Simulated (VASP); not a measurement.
**Co: single point with RPBE**

The system is Co.

```xyz
2
Lattice="2.3747 0.0000 0.0000 -1.1874 2.0566 0.0000 0.0000 0.0000 3.8261" Properties=species:S:1:pos:R:3 pbc="T T T"
Co    0.0000    1.3710    0.9565
Co    1.1874    0.6855    2.8696
```

```
Program                : VASP 6.6.1
Task                   : single point
Functional             : RPBE
Potentials or basis    : VASP PAW PBE potentials, release 64 (Co)
Cutoff                 : 520 eV
k mesh                 : 24 × 24 × 13
Occupations            : fermi-dirac, width 0.1 eV
Spin                   : no spin polarisation
Dipole correction      : no
Further INCAR settings : ALGO = Normal; EDIFF = 1e-07; NBANDS = 16
```

```
Pressure               : 38.4 GPa
Band gap on the k mesh : zero (bands 9 and 10 overlap by 1.79 eV)
```

Stress tensor (GPa, compression positive):
```
38.11  0.00  0.00
 0.00 38.11  0.00
 0.00  0.00 38.85
```

Levels at points of the mesh, in eV from the Fermi level:
| k point | band 7 | band 8 | band 9 | band 10 | band 11 | band 12 |
| --- | --- | --- | --- | --- | --- | --- |
| (0.00, 0.00, 0.00) | -1.76 | -1.33 | -1.33 | -0.16 | 0.12 | 0.12 |
| (0.50, 0.00, 0.00) | -1.70 | 0.29 | 0.43 | 0.49 | 2.21 | 4.50 |

Run time: 46 s on 1 thread of Intel(R) Xeon(R) 6975P-C (Granite Rapids) (shared host), peak memory 0.22 GiB.

Caveat: the cell stands under pressure; the PAW data sets were made with another functional, which shifts forces and pressure a little; the run has no spin polarisation, though such a crystal can be magnetic. Spin polarisation is off, so any magnetic state and its effect on volume and gap are missing.
